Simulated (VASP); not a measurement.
Here is a VASP 6.6.1 calculation.

INCAR

```
PREC     = Accurate       # precision mode
ENCUT    = 520            # plane-wave cutoff, eV
EDIFF    = 1E-7           # SCF threshold, eV
ISMEAR   = -1             # smearing method
SIGMA    = 0.05           # smearing width, eV
LREAL    = F              # projectors in reciprocal space
LASPH    = T              # aspherical terms in the spheres
NELM     = 60             # most SCF steps
ALGO     = Normal         # electronic algorithm
ISIF     = 2              # what is computed and relaxed
LWAVE    = F              # write WAVECAR
LCHARG   = F              # write CHGCAR
GGA      = PE             # functional
NBANDS   = 22             # bands
```

File KPOINTS:

```
Automatic mesh
0
Gamma
  10 10 6
```

The input POSCAR:

```
HfC
1.0
    2.6167741544      0.0000000000      0.0000000000
   -1.3083870772      2.2661928936      0.0000000000
    0.0000000000      0.0000000000      4.9412364664
Hf C
2 2
Direct
    0.0000000000      0.0000000000      0.0000000000
    0.0000000000      0.0000000000      0.5000000000
    0.3333333333      0.6666666667      0.2500000000
    0.6666666667      0.3333333333      0.7500000000
```

Potentials or basis: VASP PAW PBE potentials, release 64 (Hf_pv, C).

The run is started by

```bash
$ cat potpaw_PBE.64/Hf_pv/POTCAR potpaw_PBE.64/C/POTCAR > POTCAR
$ mpirun -np 1 vasp_std > vasp.out
```

**Question.** Predict the band gap on the k mesh.

**Answer.** Zero (bands 14 and 15 overlap by 2.50 eV).

**Question.** Estimate the pressure.

**Answer.** 375.6 GPa.

Stress tensor (GPa, compression positive):
```
376.04   0.00   0.00
  0.00 376.04   0.00
  0.00   0.00 374.70
```

Caveat: the cell stands under pressure; spin-orbit coupling is left out, which moves the levels of the heavy elements.
